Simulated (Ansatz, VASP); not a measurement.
**WS3 in VASP and in Ansatz**

```
W S
1.0
     4.46216    0.00000    0.00000
     0.00000    4.46216    0.00000
     0.00000    0.00000    2.93539
W S
1 3
Direct
  0.00000 0.00000 0.00000
  0.00000 0.50000 0.50000
  0.50000 0.00000 0.50000
  0.50000 0.50000 0.00000
```

Alike in both runs: task relaxation of cell and atoms; functional PBE; k mesh 10 × 10 × 16; occupations gaussian, width 0.1 eV; no spin polarisation.

|  | VASP | Ansatz |
| --- | --- | --- |
| version | VASP 6.6.1 | Ansatz 0.2.0 |
| potentials or method | VASP PAW PBE potentials, release 64 (W_sv, S), cutoff 500 eV | scalar-relativistic, plane waves, PAW |
| valence electrons in the cell | 32 | 32 |

Ansatz gave:

```
gap on the k mesh at the Fermi level, each at its own relaxed structure (eV) : none
relaxed volume (Å³/atom)                                                     : 14.59
relaxed cell length with the largest relative difference (Å)                 : 2.980
```

**Question.** Which values does VASP return?

**Answer.** gap on the k mesh at the Fermi level, each at its own relaxed structure (eV): none; relaxed volume (Å³/atom): 14.59; relaxed cell length with the largest relative difference (Å): 2.979.

A gap of «none» marks a metal or a gap that the smearing closes.

Neither program's run includes spin-orbit coupling.
